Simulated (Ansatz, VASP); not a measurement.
## In in VASP and in Ansatz

```
In
1.0
     3.18361    0.00000    0.00000
    -1.59180    2.75709    0.00000
     0.00000    0.00000    5.18312
In
2
Direct
  0.33333 0.66667 0.25000
  0.66667 0.33333 0.75000
```

Alike in both runs: task single point; functional LDA; k mesh 12 × 12 × 7; occupations fermi-dirac, width 0.1 eV; no spin polarisation.

|  | VASP | Ansatz |
| --- | --- | --- |
| version | VASP 6.6.1 | Ansatz 0.2.0 |
| potentials or method | VASP PAW LDA potentials, release 64 (In_d), cutoff 520 eV | plane waves (420 eV) with PAW, scalar-relativistic |
| valence electrons in the cell | 26 | 26 |

|  | VASP | Ansatz | Ansatz less VASP |
| --- | --- | --- | --- |
| pressure (GPa) | 5.2 | 5.1 | -0.09 |
| traceless stress, the component that is largest in VASP (GPa) | -0.51 | -0.52 | -0.011 |

Ansatz warns that its potentials were made for another functional, while VASP's fit it. LDA's correlation is that of Perdew and Zunger in VASP and of Perdew and Wang (1992) in Ansatz.
